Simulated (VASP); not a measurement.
# ZnSe (Stilleite) (F-43m) in VASP: single point with LDA

Aim: the single point of ZnSe (Stilleite) with LDA.

All numbers are computed with VASP 6.6.1; they aren't measurements. Logs are shortened: lines on timing, memory, paths and dates and some standing lists are left out, and cuts for length are marked.

**1. The cell of the first run**

It takes space group F-43m (No. 216, cubic). The conventional cell has a = 5.668 Å, b = 5.668 Å, c = 5.668 Å, α = 90.00°, β = 90.00°, γ = 90.00°. Within 3.2 Å of Zn (site symmetry -43m) lie 4 Se at 2.45 Å. Se (site symmetry -43m) has 4 Zn at 2.45 Å within 3.2 Å.

**2. Single point, LDA**

INCAR

```
SYSTEM = ZnSe
PREC     = Accurate       ! precision mode
ENCUT    = 520            ! plane-wave cutoff, eV
EDIFF    = 1E-6           ! SCF threshold, eV
ISMEAR   = -1             ! smearing method
SIGMA    = 0.05           ! smearing width, eV
LREAL    = .FALSE.        ! projectors in reciprocal space
LASPH    = .TRUE.         ! aspherical terms in the spheres
NELM     = 80             ! most SCF steps
ALGO     = Normal         ! electronic algorithm
ISIF     = 2              ! what is computed and relaxed
LWAVE    = .FALSE.        ! write WAVECAR
LCHARG   = .TRUE.         ! write CHGCAR
GGA      = CA             ! functional
LELF     = .TRUE.         ! ELF
LVHAR    = .TRUE.       
NBANDS   = 16             ! bands
```

KPOINTS

```
regular mesh
0
G
  6 6 6
  0 0 0
```

POSCAR

```
ZnSe
1.0
    0.0000000000      2.8338000000      2.8338000000
    2.8338000000      0.0000000000      2.8338000000
    2.8338000000      2.8338000000      0.0000000000
Zn Se
1 1
Direct
    0.0000000000      0.0000000000      0.0000000000
    0.2500000000      0.2500000000      0.2500000000
```

Potentials or basis: VASP PAW LDA potentials, release 64 (Zn, Se).

Command:

```sh
> cat potpaw_LDA.64/Zn/POTCAR potpaw_LDA.64/Se/POTCAR > POTCAR
> mpirun -np 1 vasp_std > vasp.out
```

OUTCAR:

```text
SYSTEM = ZnSe
   PREC = Accurate
   ENCUT = 520
   EDIFF = 1E-6
   ISMEAR = -1
   LREAL = .FALSE.
   LASPH = .TRUE.
   NELM = 80
   ISIF = 2
   GGA = CA

 ion  position               nearest neighbor table
   1  0.000  0.000  0.000-   2 2.45   2 2.45   2 2.45   2 2.45
   2  0.250  0.250  0.250-   1 2.45   1 2.45   1 2.45   1 2.45

  LATTYP: Found a face centered cubic cell.
 ALAT       =     5.6676000000

  Lattice vectors:

 A1 = (   0.0000000000,   2.8338000000,   2.8338000000)
 A2 = (   2.8338000000,   0.0000000000,   2.8338000000)
 A3 = (   2.8338000000,   2.8338000000,   0.0000000000)

Analysis of symmetry for initial positions (statically):
=====================================================================
 Subroutine PRICEL returns:
 Original cell was already a primitive cell.

 Routine SETGRP: Setting up the symmetry group for a
 face centered cubic supercell.

 Subroutine GETGRP returns: Found 24 space group operations
 (whereof 24 operations were pure point group operations)
 out of a pool of 48 trial point group operations.

The static configuration has the point symmetry T_d .

Analysis of symmetry for dynamics (positions and initial velocities):
=====================================================================
 Subroutine PRICEL returns:
 Original cell was already a primitive cell.

 Routine SETGRP: Setting up the symmetry group for a
 face centered cubic supercell.

 Subroutine GETGRP returns: Found 24 space group operations
 (whereof 24 operations were pure point group operations)
 out of a pool of 48 trial point group operations.

The dynamic configuration has the point symmetry T_d .

 Subroutine INISYM returns: Found 24 space group operations
 (whereof 24 operations are pure point group operations),
 and found     1 'primitive' translations

----------------------------------------------------------------------------------------

                                     Primitive cell

  volume of cell :      45.5132

  direct lattice vectors                    reciprocal lattice vectors
     0.000000000  2.833800000  2.833800000    -0.176441527  0.176441527  0.176441527
     2.833800000  0.000000000  2.833800000     0.176441527 -0.176441527  0.176441527
     2.833800000  2.833800000  0.000000000     0.176441527  0.176441527 -0.176441527

  length of vectors
     4.007598393  4.007598393  4.007598393     0.305605690  0.305605690  0.305605690

  position of ions in fractional coordinates (direct lattice)
     0.000000000  0.000000000  0.000000000
     0.250000000  0.250000000  0.250000000

  ion indices of the primitive-cell ions
   primitive index   ion index
                 1           1
                 2           2

----------------------------------------------------------------------------------------

 KPOINTS: regular mesh

Automatic generation of k-mesh.
 Grid dimensions read from file:
 generate k-points for:    6    6    6

 Generating k-lattice:

  Cartesian coordinates                     Fractional coordinates (reciprocal lattice)
    -0.029406921  0.029406921  0.029406921     0.166666667  0.000000000  0.000000000
     0.029406921 -0.029406921  0.029406921     0.000000000  0.166666667  0.000000000
     0.029406921  0.029406921 -0.029406921     0.000000000  0.000000000  0.166666667

  Length of vectors
     0.050934282  0.050934282  0.050934282

  Shift w.r.t. Gamma in fractional coordinates (k-lattice)
     0.000000000  0.000000000  0.000000000

 Subroutine IBZKPT returns following result:
 ===========================================

 Found     16 irreducible k-points:

 Following reciprocal coordinates:
            Coordinates               Weight
  0.000000  0.000000  0.000000      1.000000
  0.166667  0.000000  0.000000      8.000000
  0.333333  0.000000  0.000000      8.000000
  0.500000  0.000000  0.000000      4.000000
  0.166667  0.166667  0.000000      6.000000
  0.333333  0.166667  0.000000     24.000000
[... 8 lines left out ...]
 -0.333333  0.333333  0.166667     24.000000
 -0.333333  0.500000  0.166667     12.000000
   k-points           NKPTS =     16   k-points in BZ     NKDIM =     16   number of bands    NBANDS=     16
   number of dos      NEDOS =    301   number of ions     NIONS =      2
   total plane-waves  NPLWV =  27000
   dimension x,y,z NGX =    30 NGY =   30 NGZ =   30
   dimension x,y,z NGXF=    60 NGYF=   60 NGZF=   60
   ions per type =               1   1
   NGX,Y,Z   is equivalent  to a cutoff of  12.44, 12.44, 12.44 a.u.
   NGXF,Y,Z  is equivalent  to a cutoff of  24.89, 24.89, 24.89 a.u.
 SYSTEM =  ZnSe
   PREC   = accura    normal or accurate (medium, high low for compatibility)
   ISTART =      0    job   : 0-new  1-cont  2-samecut
   ICHARG =      2    charge: 1-file 2-atom 10-const
   ISPIN  =      1    spin polarized calculation?
   LNONCOLLINEAR =      F non collinear calculations
   LSORBIT =      F    spin-orbit coupling
   LASPH  =      T    aspherical Exc in radial PAW
   ENCUT  =  520.0 eV  38.22 Ry    6.18 a.u.   7.45  7.45  7.45*2*pi/ulx,y,z
   NELM   =     80;   NELMIN=  2; NELMDL= -5     # of ELM steps
   EDIFF  = 0.1E-05   stopping-criterion for ELM
   LREAL  =      F    real-space projection
   EDIFFG = 0.1E-04   stopping-criterion for IOM
   NSW    =      0    number of steps for IOM
   IBRION =     -1    ionic relax: 0-MD 1-quasi-New 2-CG
   NFREE  =      0    steps in history (QN), initial steepest desc. (CG)
   ISIF   =      2    stress and relaxation
   ISYM   =      2    0-nonsym 1-usesym 2-fastsym
   POTIM  = 0.5000    time-step for ionic-motion
   TEBEG  =    0.0;   TEEND  =   0.0 temperature during run
   PSTRESS=    0.0 pullay stress
   NELECT =      18.0000    total number of electrons
   NUPDOWN=      -1.0000    fix difference up-down
   EMIN   =  10.00;   EMAX   =-10.00  energy-range for DOS
   EFERMI =   0.00;   METHOD = LEGACY
   ISMEAR =    -1;   SIGMA  =   0.05  broadening in eV -4-tet -1-fermi 0-gaus
   EFERMI_NEDOS =   21; number of points for ismear=-14 and -15
   IALGO  =     38    algorithm
   IMIX   =      4    mixing-type and parameters
     AMIX     =   0.40;   BMIX     =  1.00
     AMIX_MAG =   1.60;   BMIX_MAG =  1.00
  volume/ion in A,a.u.               =      22.76       153.57
  Fermi-wavevector in a.u.,A,eV,Ry     =   1.201673  2.270834 19.647073  1.444019
  Thomas-Fermi vector in A             =   2.337476
   LORBIT       =      0    0 simple, 1 ext, 2 COOP (PROOUT), +10 PAW based schemes
   GGA     = CA    functional components
   LHFCALC =     F    Hartree Fock is set to
   AEXX    =    0.0000 exact exchange contribution
   IVDW    =     0    specifies the selected vdW correction
   LEPSILON=     F    determine dielectric tensor
   LRPA    =     F    only Hartree local field effects (RPA)
 non-spin polarized calculation
  energy-cutoff  :      520.00
  volume of cell :       45.51
 maximum number of plane-waves:      1243
 NGX is ok and might be reduce to    30
   NGX = 15   NGY = 15   NGZ = 15

 number of electron      18.0000011 magnetization

 Free energy of the ion-electron system (eV)
  ---------------------------------------------------
  ext. energy  EPLUGINS =         0.00000000
  ---------------------------------------------------
  free energy    TOTEN  =        -7.34436067 eV

  energy without entropy =       -7.34436022  energy(sigma->0) =       -7.34436045

 E-fermi :   2.0728     XC(G=0):  -9.6979

 val. band max:        1.5114535789   @ k =   0.0000   0.0000   0.0000
 cond. band min:       2.5775299107   @ k =   0.0000   0.0000   0.0000
 fundamental gap:      1.0660763318
 Fermi energy:         2.0727876059

 k-point     1 :       0.0000    0.0000    0.0000
  band No.  band energies     occupation
      1     -11.7779      2.00000
      2      -5.1691      2.00000
      3      -5.1691      2.00000
      4      -5.1691      2.00000
      5      -4.8104      2.00000
      6      -4.8104      2.00000
[... 8 lines left out ...]
     15      12.9837      0.00000
     16      12.9837      0.00000

 k-point     2 :       0.1667    0.0000    0.0000
  band No.  band energies     occupation
      1     -11.6023      2.00000
      2      -5.1523      2.00000
      3      -5.1430      2.00000
      4      -5.1430      2.00000
      5      -4.8121      2.00000
      6      -4.8121      2.00000
[... 8 lines left out ...]
     15      11.9171      0.00000
     16      12.2733      0.00000

 k-point     3 :       0.3333    0.0000    0.0000
  band No.  band energies     occupation
      1     -11.2082      2.00000
      2      -5.0995      2.00000
      3      -5.0995      2.00000
      4      -4.9970      2.00000
      5      -4.8041      2.00000
      6      -4.8041      2.00000
[... 8 lines left out ...]
     15      12.4973      0.00000
     16      12.4973      0.00000

 k-point     4 :       0.5000    0.0000    0.0000
  band No.  band energies     occupation
      1     -10.9831      2.00000
      2      -5.0838      2.00000
      3      -5.0838      2.00000
      4      -4.7923      2.00000
      5      -4.7923      2.00000
      6      -4.6503      2.00000
[... 8 lines left out ...]
     15      14.5562      0.00000
     16      14.5562      0.00000

 k-point     5 :       0.1667    0.1667    0.0000
  band No.  band energies     occupation
      1     -11.5436      2.00000
      2      -5.1795      2.00000
      3      -5.1179      2.00000
      4      -5.1179      2.00000
      5      -4.8286      2.00000
      6      -4.7984      2.00000
[... 8 lines left out ...]
     15      13.2923      0.00000
     16      13.3771      0.00000

 k-point     6 :       0.3333    0.1667    0.0000
  band No.  band energies     occupation
      1     -11.2187      2.00000
      2      -5.1333      2.00000
      3      -5.0661      2.00000
      4      -5.0435      2.00000
      5      -4.8216      2.00000
      6      -4.7884      2.00000
[... 8 lines left out ...]
     15      13.6858      0.00000
     16      13.8803      0.00000

 k-point     7 :       0.5000    0.1667    0.0000
  band No.  band energies     occupation
      1     -10.9223      2.00000
      2      -5.0821      2.00000
      3      -5.0443      2.00000
      4      -4.8599      2.00000
      5      -4.7888      2.00000
      6      -4.6687      2.00000
[... 8 lines left out ...]
     15      14.1130      0.00000
     16      14.6072      0.00000

 k-point     8 :      -0.3333    0.1667    0.0000
  band No.  band energies     occupation
      1     -10.9980      2.00000
      2      -5.0767      2.00000
      3      -5.0625      2.00000
      4      -4.8787      2.00000
      5      -4.8142      2.00000
      6      -4.7522      2.00000
[... 8 lines left out ...]
     15      12.9991      0.00000
     16      14.5207      0.00000

 k-point     9 :      -0.1667    0.1667    0.0000
  band No.  band energies     occupation
      1     -11.3506      2.00000
      2      -5.1113      2.00000
      3      -5.1112      2.00000
      4      -5.0908      2.00000
      5      -4.8255      2.00000
      6      -4.7948      2.00000
[... 8 lines left out ...]
     15      12.6008      0.00000
     16      13.9676      0.00000

 k-point    10 :       0.3333    0.3333    0.0000
  band No.  band energies     occupation
      1     -11.0161      2.00000
      2      -5.1577      2.00000
      3      -4.9960      2.00000
      4      -4.9960      2.00000
      5      -4.8076      2.00000
      6      -4.7746      2.00000
[... 8 lines left out ...]
     15      14.4878      0.00000
     16      16.5190      0.00000

 k-point    11 :       0.5000    0.3333    0.0000
  band No.  band energies     occupation
      1     -10.7881      2.00000
      2      -5.1016      2.00000
      3      -4.9622      2.00000
      4      -4.9295      2.00000
      5      -4.7758      2.00000
      6      -4.6526      2.00000
[... 8 lines left out ...]
     15      14.9697      0.00000
     16      15.6816      0.00000

 k-point    12 :      -0.3333    0.3333    0.0000
  band No.  band energies     occupation
      1     -10.7812      2.00000
      2      -5.0725      2.00000
      3      -4.9928      2.00000
      4      -4.8528      2.00000
      5      -4.8027      2.00000
      6      -4.5751      2.00000
[... 8 lines left out ...]
     15      12.6018      0.00000
     16      16.8949      0.00000

 k-point    13 :       0.5000    0.5000    0.0000
  band No.  band energies     occupation
      1     -10.7137      2.00000
      2      -5.1330      2.00000
      3      -4.9223      2.00000
      4      -4.9223      2.00000
      5      -4.7627      2.00000
      6      -4.6292      2.00000
[... 8 lines left out ...]
     15      15.4997      0.00000
     16      15.8903      0.00000

 k-point    14 :       0.5000    0.3333    0.1667
  band No.  band energies     occupation
      1     -10.9347      2.00000
      2      -5.0762      2.00000
      3      -5.0346      2.00000
      4      -4.9338      2.00000
      5      -4.7943      2.00000
      6      -4.7406      2.00000
[... 8 lines left out ...]
     15      14.2535      0.00000
     16      15.7369      0.00000

 k-point    15 :      -0.3333    0.3333    0.1667
  band No.  band energies     occupation
      1     -10.7812      2.00000
      2      -5.0585      2.00000
      3      -5.0060      2.00000
      4      -4.8461      2.00000
      5      -4.8156      2.00000
      6      -4.5630      2.00000
[... 8 lines left out ...]
     15      14.4257      0.00000
     16      15.4832      0.00000

 k-point    16 :      -0.3333    0.5000    0.1667
  band No.  band energies     occupation
      1     -10.7100      2.00000
      2      -5.0715      2.00000
      3      -4.9599      2.00000
      4      -4.8873      2.00000
      5      -4.7960      2.00000
      6      -4.5364      2.00000
[... 8 lines left out ...]
     15      15.2267      0.00000
     16      15.5356      0.00000

------------------------ aborting loop because EDIFF is reached ----------------------------------------

  FORCE on cell =-STRESS in cart. coord.  units (eV):
  Direction    XX          YY          ZZ          XY          YZ          ZX
  --------------------------------------------------------------------------------------
  -------------------------------------------------------------------------------------
  Total       -0.8719170     -0.8719170     -0.8719170      0.0000000      0.0000000      0.0000000
  in kB      -30.6936221    -30.6936221    -30.6936221      0.0000000      0.0000000      0.0000000
  external PRESSURE =     -30.6936221 kB  Pullay stress =       0.0000000 kB

 VOLUME and BASIS-vectors are now :
 -----------------------------------------------------------------------------
  energy-cutoff  :      520.00
  volume of cell :       45.51
      direct lattice vectors                 reciprocal lattice vectors
     0.000000000  2.833800000  2.833800000    -0.176441527  0.176441527  0.176441527
     2.833800000  0.000000000  2.833800000     0.176441527 -0.176441527  0.176441527
     2.833800000  2.833800000  0.000000000     0.176441527  0.176441527 -0.176441527

 POSITION                                       TOTAL-FORCE (eV/Angst)
 -----------------------------------------------------------------------------------
      0.00000      0.00000      0.00000         0.000000      0.000000      0.000000
      1.41690      1.41690      1.41690        -0.000000     -0.000000     -0.000000
 -----------------------------------------------------------------------------------
    total drift:                               -0.000001     -0.000001     -0.000001

  FREE ENERGIE OF THE ION-ELECTRON SYSTEM (eV)
  ---------------------------------------------------
  free  energy   TOTEN  =        -7.3443606719 eV

  energy  without entropy=       -7.3443602228  energy(sigma->0) =       -7.34436045
```

Wall time 7.8 s (1 thread of Intel Xeon 6975P-C (Granite Rapids), shared host); peak memory 0.15 GiB.

Results:

```yaml
Free_energy: -7.3444 eV
Pressure: -3.1 GPa
Band_gap_on_the_k_mesh: 1.07 eV, direct
```

Levels at points of the mesh, in eV from the valence-band top:
```
           k point  band 6  band 7  band 8  band 9  band 10  band 11  band 12  band 13
(0.00, 0.00, 0.00)   -6.32    0.00    0.00    0.00     1.07     5.70     5.70     5.70
(0.50, 0.00, 0.00)   -6.16   -5.29   -0.88   -0.88     2.37     6.28     6.28     8.35
(0.50, 0.50, 0.00)   -6.14   -4.83   -2.20   -2.20     2.80     3.32    10.52    11.08
```
